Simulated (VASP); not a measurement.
# SnO (P4/nmm) in VASP: a series of runs, part 2 of 2

VASP 6.6.1. The steps go on from the part before.

## Step 4: Single point, PBE (strain +0.015 along x and y, +0.030 along z)

INCAR reads:

```
SYSTEM = SnO
ALGO = Normal
EDIFF = 1E-7
ENCUT = 520
GGA = PE
ISIF = 2
ISMEAR = 0
LASPH = .True.
LCHARG = .True.
LELF = .True.
LREAL = .False.
LVHAR = .True.
LWAVE = .False.
NBANDS = 28
NELM = 60
PREC = Accurate
SIGMA = 0.05
```

KPOINTS reads:

```
k-points
0
Gamma
  10 10 8
  0 0 0
```

POSCAR reads:

```
SnO
1.0
    3.9261933127      0.0000000000      0.0000000000
    0.0000000000      3.9261933127      0.0000000000
    0.0000000000      0.0000000000      5.2192952050
Sn O
2 2
Direct
    0.0000000000      0.5000000000      0.2287361932
    0.5000000000      0.0000000000      0.7712638068
    0.0000000000      0.0000000000      0.0000000000
    0.5000000000      0.5000000000      0.0000000000
```

Potentials or basis: VASP PAW PBE potentials, release 64 (Sn_d, O).

Run with:

```console
$ cat potpaw_PBE.64/Sn_d/POTCAR potpaw_PBE.64/O/POTCAR > POTCAR
$ mpirun -np 1 vasp_std > vasp.out
```

OUTCAR:

```text
SYSTEM = SnO
   EDIFF = 1E-7
   ENCUT = 520
   GGA = PE
   ISIF = 2
   ISMEAR = 0
   LASPH = .True.
   LREAL = .False.
   NELM = 60
   PREC = Accurate

 ion  position               nearest neighbor table
   1  0.000  0.500  0.229-   3 2.30   4 2.30   3 2.30   4 2.30   2 3.66   2 3.66   2 3.66   2 3.66

   2  0.500  0.000  0.771-   3 2.30   4 2.30   4 2.30   3 2.30   1 3.66   1 3.66   1 3.66   1 3.66

   3  0.000  0.000  0.000-   1 2.30   2 2.30   1 2.30   2 2.30
   4  0.500  0.500  0.000-   1 2.30   2 2.30   2 2.30   1 2.30

  LATTYP: Found a simple tetragonal cell.
 ALAT       =     3.9261933127
 C/A-ratio  =     1.3293525788

  Lattice vectors:

 A1 = (   3.9261933127,   0.0000000000,   0.0000000000)
 A2 = (   0.0000000000,   3.9261933127,   0.0000000000)
 A3 = (   0.0000000000,   0.0000000000,   5.2192952050)

Analysis of symmetry for initial positions (statically):
=====================================================================
 Subroutine PRICEL returns:
 Original cell was already a primitive cell.

 Routine SETGRP: Setting up the symmetry group for a
 simple tetragonal supercell.

 Subroutine GETGRP returns: Found 16 space group operations
 (whereof  8 operations were pure point group operations)
 out of a pool of 16 trial point group operations.

The static configuration has the point symmetry D_2d.
 The point group associated with its full space group is D_4h.

Analysis of symmetry for dynamics (positions and initial velocities):
=====================================================================
 Subroutine PRICEL returns:
 Original cell was already a primitive cell.

 Routine SETGRP: Setting up the symmetry group for a
 simple tetragonal supercell.

 Subroutine GETGRP returns: Found 16 space group operations
 (whereof  8 operations were pure point group operations)
 out of a pool of 16 trial point group operations.

The dynamic configuration has the point symmetry D_2d.
 The point group associated with its full space group is D_4h.

 Subroutine INISYM returns: Found 16 space group operations
 (whereof  8 operations are pure point group operations),
 and found     1 'primitive' translations

----------------------------------------------------------------------------------------

                                     Primitive cell

  volume of cell :      80.4554

  direct lattice vectors                    reciprocal lattice vectors
     3.926193313  0.000000000  0.000000000     0.254699634  0.000000000  0.000000000
     0.000000000  3.926193313  0.000000000     0.000000000  0.254699634  0.000000000
     0.000000000  0.000000000  5.219295205     0.000000000  0.000000000  0.191596750

  length of vectors
     3.926193313  3.926193313  5.219295205     0.254699634  0.254699634  0.191596750

  position of ions in fractional coordinates (direct lattice)
     0.000000000  0.500000000  0.228736193
     0.500000000  0.000000000  0.771263807
     0.000000000  0.000000000  0.000000000
     0.500000000  0.500000000  0.000000000

  ion indices of the primitive-cell ions
   primitive index   ion index
                 1           1
                 2           2
                 3           3
                 4           4

----------------------------------------------------------------------------------------

 KPOINTS: k-points

Automatic generation of k-mesh.
 Grid dimensions read from file:
 generate k-points for:   10   10    8

 Generating k-lattice:

  Cartesian coordinates                     Fractional coordinates (reciprocal lattice)
     0.025469963  0.000000000  0.000000000     0.100000000  0.000000000  0.000000000
     0.000000000  0.025469963  0.000000000     0.000000000  0.100000000  0.000000000
     0.000000000  0.000000000  0.023949594     0.000000000  0.000000000  0.125000000

  Length of vectors
     0.025469963  0.025469963  0.023949594

  Shift w.r.t. Gamma in fractional coordinates (k-lattice)
     0.000000000  0.000000000  0.000000000

 Subroutine IBZKPT returns following result:
 ===========================================

 Found    105 irreducible k-points:

 Following reciprocal coordinates:
            Coordinates               Weight
  0.000000  0.000000  0.000000      1.000000
  0.100000  0.000000  0.000000      4.000000
  0.200000  0.000000  0.000000      4.000000
  0.300000  0.000000  0.000000      4.000000
  0.400000  0.000000  0.000000      4.000000
  0.500000  0.000000  0.000000      2.000000
[... 16 lines left out ...]
  0.100000  0.000000  0.125000      8.000000
  0.200000  0.000000  0.125000      8.000000
 [... further k-points ...]
   k-points           NKPTS =    105   k-points in BZ     NKDIM =    105   number of bands    NBANDS=     28
   number of dos      NEDOS =    301   number of ions     NIONS =      4
   total plane-waves  NPLWV =  36000
   dimension x,y,z NGX =    30 NGY =   30 NGZ =   40
   dimension x,y,z NGXF=    60 NGYF=   60 NGZF=   80
   ions per type =               2   2
   NGX,Y,Z   is equivalent  to a cutoff of  12.70, 12.70, 12.74 a.u.
   NGXF,Y,Z  is equivalent  to a cutoff of  25.41, 25.41, 25.48 a.u.
 SYSTEM =  SnO
   PREC   = accura    normal or accurate (medium, high low for compatibility)
   ISTART =      0    job   : 0-new  1-cont  2-samecut
   ICHARG =      2    charge: 1-file 2-atom 10-const
   ISPIN  =      1    spin polarized calculation?
   LNONCOLLINEAR =      F non collinear calculations
   LSORBIT =      F    spin-orbit coupling
   LASPH  =      T    aspherical Exc in radial PAW
   ENCUT  =  520.0 eV  38.22 Ry    6.18 a.u.   7.30  7.30  9.70*2*pi/ulx,y,z
   NELM   =     60;   NELMIN=  2; NELMDL= -5     # of ELM steps
   EDIFF  = 0.1E-06   stopping-criterion for ELM
   LREAL  =      F    real-space projection
   EDIFFG = 0.1E-05   stopping-criterion for IOM
   NSW    =      0    number of steps for IOM
   IBRION =     -1    ionic relax: 0-MD 1-quasi-New 2-CG
   NFREE  =      0    steps in history (QN), initial steepest desc. (CG)
   ISIF   =      2    stress and relaxation
   ISYM   =      2    0-nonsym 1-usesym 2-fastsym
   POTIM  = 0.5000    time-step for ionic-motion
   TEBEG  =    0.0;   TEEND  =   0.0 temperature during run
   PSTRESS=    0.0 pullay stress
   NELECT =      40.0000    total number of electrons
   NUPDOWN=      -1.0000    fix difference up-down
   EMIN   =  10.00;   EMAX   =-10.00  energy-range for DOS
   EFERMI =   0.00;   METHOD = LEGACY
   ISMEAR =     0;   SIGMA  =   0.05  broadening in eV -4-tet -1-fermi 0-gaus
   EFERMI_NEDOS =   21; number of points for ismear=-14 and -15
   IALGO  =     38    algorithm
   IMIX   =      4    mixing-type and parameters
     AMIX     =   0.40;   BMIX     =  1.00
     AMIX_MAG =   1.60;   BMIX_MAG =  1.00
  volume/ion in A,a.u.               =      20.11       135.73
  Fermi-wavevector in a.u.,A,eV,Ry     =   1.296910  2.450804 22.884658  1.681975
  Thomas-Fermi vector in A             =   2.428336
   LORBIT       =      0    0 simple, 1 ext, 2 COOP (PROOUT), +10 PAW based schemes
   GGA     = PE    functional components
   LHFCALC =     F    Hartree Fock is set to
   AEXX    =    0.0000 exact exchange contribution
   IVDW    =     0    specifies the selected vdW correction
   LEPSILON=     F    determine dielectric tensor
   LRPA    =     F    only Hartree local field effects (RPA)
 non-spin polarized calculation
 Gauss-broadening in eV      SIGMA  =   0.05
  energy-cutoff  :      520.00
  volume of cell :       80.46
 maximum number of plane-waves:      2204
 NGX is ok and might be reduce to    30
   NGX = 15   NGY = 15   NGZ = 19

 number of electron      39.9999991 magnetization

 Free energy of the ion-electron system (eV)
  ---------------------------------------------------
  ext. energy  EPLUGINS =         0.00000000
  ---------------------------------------------------
  free energy    TOTEN  =       -22.67258676 eV

  energy without entropy =      -22.67258676  energy(sigma->0) =      -22.67258676

 E-fermi :   5.5924     XC(G=0):  -9.5273

 val. band max:        5.3682385868   @ k =   0.0000   0.0000   0.0000
 cond. band min:       6.0106619500   @ k =   0.5000   0.5000   0.0000
 fundamental gap:      0.6424233632
 Fermi energy:         5.5923784054

 k-point     1 :       0.0000    0.0000    0.0000
  band No.  band energies     occupation
      1     -16.1365      2.00000
      2     -15.8702      2.00000
      3     -15.8577      2.00000
      4     -15.8577      2.00000
      5     -15.8452      2.00000
      6     -15.8232      2.00000
[... 20 lines left out ...]
     27      12.3075      0.00000
[... 691 lines left out ...]
      6     -15.8359      2.00000
[... 20 lines left out ...]
     27      12.7658      0.00000
     28      14.9303      0.00000

 [... further k-points ...]
[... 5 lines left out ...]
  --------------------------------------------------------------------------------------
  -------------------------------------------------------------------------------------
  Total       -2.0200146     -2.0200146     -1.9470822      0.0000000     -0.0000000      0.0000000
  in kB      -40.2262794    -40.2262794    -38.7739152      0.0000000     -0.0000000      0.0000000
  external PRESSURE =     -39.7421580 kB  Pullay stress =       0.0000000 kB

 VOLUME and BASIS-vectors are now :
 -----------------------------------------------------------------------------
  energy-cutoff  :      520.00
  volume of cell :       80.46
      direct lattice vectors                 reciprocal lattice vectors
     3.926193313  0.000000000  0.000000000     0.254699634  0.000000000  0.000000000
     0.000000000  3.926193313  0.000000000     0.000000000  0.254699634  0.000000000
     0.000000000  0.000000000  5.219295205     0.000000000  0.000000000  0.191596750

 POSITION                                       TOTAL-FORCE (eV/Angst)
 -----------------------------------------------------------------------------------
      0.00000      1.96310      1.19384         0.000000      0.000000     -0.727550
      1.96310      0.00000      4.02545         0.000000     -0.000000      0.727550
      0.00000      0.00000      0.00000         0.000000     -0.000000      0.000000
      1.96310      1.96310      0.00000         0.000000      0.000000      0.000000
 -----------------------------------------------------------------------------------
    total drift:                                0.000000      0.000000      0.000000

  FREE ENERGIE OF THE ION-ELECTRON SYSTEM (eV)
  ---------------------------------------------------
  free  energy   TOTEN  =       -22.6725867636 eV

  energy  without entropy=      -22.6725867636  energy(sigma->0) =      -22.67258676
```

Run time: 3.1 min. Hardware: 1 thread of Intel Xeon 6975P-C, shared host; peak memory 0.31 GiB.

What came out:

* Free energy: -22.6726 eV
* Pressure: -4.0 GPa
* Largest force: 0.728 eV/Å
* Band gap on the k mesh: 0.64 eV, indirect (least direct gap 1.84 eV)

Forces on the atoms (eV/Å):
```
Sn   0.000  0.000 -0.728
Sn   0.000  0.000  0.728
O    0.000  0.000  0.000
O    0.000  0.000  0.000
```

Stress tensor (GPa, compression positive):
```
-4.02  0.00  0.00
 0.00 -4.02  0.00
 0.00  0.00 -3.88
```

Levels at points of the mesh, in eV from the valence-band top:
```
           k point  band 18  band 19  band 20  band 21  band 22  band 23
(0.00, 0.00, 0.00)    -2.47    -2.47     0.00     1.84     4.08     4.88
(0.50, 0.00, 0.00)    -3.98    -2.12    -2.12     2.93     2.93     5.55
(0.50, 0.50, 0.00)    -1.87    -1.70    -1.70     0.64     0.64     4.56
(0.00, 0.00, 0.50)    -2.49    -2.49    -1.74     1.85     3.39     3.39
(0.50, 0.00, 0.50)    -3.96    -1.40    -1.40     2.42     2.42     5.48
(0.50, 0.50, 0.50)    -2.22    -1.87    -1.87     2.68     2.68     3.58
```

Caveat: the cell differs from its parent crystal (strain +0.015 along x and y, +0.030 along z); spin-orbit coupling is left out, which moves the levels of the heavy elements. A k mesh can miss the band edges.

## Step 5: The runs side by side

```csv
cell,gap on the mesh (eV),pressure (GPa),largest force (eV/Å)
"a = 3.926, b = 3.926, c = 5.143 Å, 4 atoms",0.64,-3.2,0.48
"a = 3.984, b = 3.984, c = 5.067 Å, 4 atoms",0.76,-4.4,0.50
"a = 3.926, b = 3.926, c = 5.219 Å, 4 atoms",0.64,-4.0,0.73
```

Alike in all rows: task single point; level PBE; potentials or basis VASP PAW PBE potentials, release 64 (Sn_d, O); no spin polarisation; k mesh 10 × 10 × 8; cutoff (eV) 520; smearing gaussian 0.05 eV.

Caveats: spin-orbit coupling is left out, which moves the levels of the heavy elements.

Absolute energies hang on the potentials; compare differences alone.
